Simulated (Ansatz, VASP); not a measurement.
## Pt: VASP beside Ansatz

The input POSCAR:

```
Pt
1.0
    2.7606656158      0.0000000000      0.0000000000
   -1.3803328079      2.3908065546      0.0000000000
    0.0000000000      0.0000000000      4.7921340000
Pt
2
Direct
    0.3333333333      0.6666666667      0.2500000000
    0.6666666667      0.3333333333      0.7500000000
```

File INCAR.step1:

```
ALGO     = Normal         # electronic algorithm
EDIFF    = 1E-5           # SCF threshold, eV
ENCUT    = 520            # plane-wave cutoff, eV
GGA      = PE             # functional
ISIF     = 2              # what is computed and relaxed
ISMEAR   = -1             # smearing method
LASPH    = True           # aspherical terms in the spheres
LREAL    = False          # projectors in reciprocal space
LWAVE    = True           # write WAVECAR
NBANDS   = 17             # bands
NELM     = 80             # most SCF steps
PREC     = Accurate       # precision mode
SIGMA    = 0.05           # smearing width, eV
```

The input INCAR.step2:

```
AEXX     = 0.25           # exact-exchange fraction
ALGO     = Normal         # electronic algorithm
EDIFF    = 1E-6           # SCF threshold, eV
ENCUT    = 520            # plane-wave cutoff, eV
GGA      = PE             # functional
ISIF     = 2              # what is computed and relaxed
ISMEAR   = -1             # smearing method
ISTART   = 1            
LASPH    = True           # aspherical terms in the spheres
LCHARG   = True           # write CHGCAR
LELF     = True           # ELF
LHFCALC  = True           # exact exchange
LREAL    = False          # projectors in reciprocal space
LVHAR    = True         
LWAVE    = False          # write WAVECAR
NBANDS   = 17             # bands
NELM     = 80             # most SCF steps
PREC     = Accurate       # precision mode
PRECFOCK = Normal       
SIGMA    = 0.05           # smearing width, eV
```

KPOINTS

```
k-points
0
Gamma
  6 6 3
```

The input input.yaml:

```yaml
crystal:
  lattice:
    - [2.7606656158, 0.0, 0.0]
    - [-1.3803328079, 2.3908065546, 0.0]
    - [0.0, 0.0, 4.792134]
  atoms:
    - { symbol: Pt, position: [0.3333333333, 0.6666666667, 0.25] }
    - { symbol: Pt, position: [0.6666666667, 0.3333333333, 0.75] }
hamiltonian:
  xc: pbe0
  pseudopotentials: { kind: paw }
kpoints:
  mp_grid: { grid: [6, 6, 3] }
scf:
  occupations: { method: fermi_dirac, width: 0.05 }
  n_extra_bands: 6
output:
  forces: true
  stress: true
  eigenvalues: true
  dos: { projected: true, de: 0.05 }
  write_density: true
  write_potential: true
  elf: true
  volumetric_format: npy
```

Alike in both runs: functional PBE0; k mesh 6 × 6 × 3; occupations fermi-dirac, width 0.05 eV; no spin polarisation.

|  | VASP | Ansatz |
| --- | --- | --- |
| version | VASP 6.6.1 | Ansatz 0.2.0 |
| potentials or method | VASP PAW PBE potentials, release 64 (Pt) | Ansatz PAW |
| plane-wave cutoff (eV) | 520 | 420 |
| valence electrons in the cell | 20 | 36 |
| task | single point | projected density of states |

Ansatz gave:

```
gap on the k mesh at the Fermi level (eV)                     : none
pressure (GPa)                                                : -10.3
traceless stress, the component that is largest in VASP (GPa) : 1.46
```

Task: What did VASP give for the same quantities?

Result: gap on the k mesh at the Fermi level (eV): none; pressure (GPa): -10.3; traceless stress, the component that is largest in VASP (GPa): 1.47.

A gap of «none» marks a metal or a gap that the smearing closes. VASP's potentials hold 20 valence electrons a cell and Ansatz's 36, so a difference there can come from the potentials and not from the codes.

The k mesh is coarse, so the values compare programs but aren't converged. Neither program's run includes spin-orbit coupling.
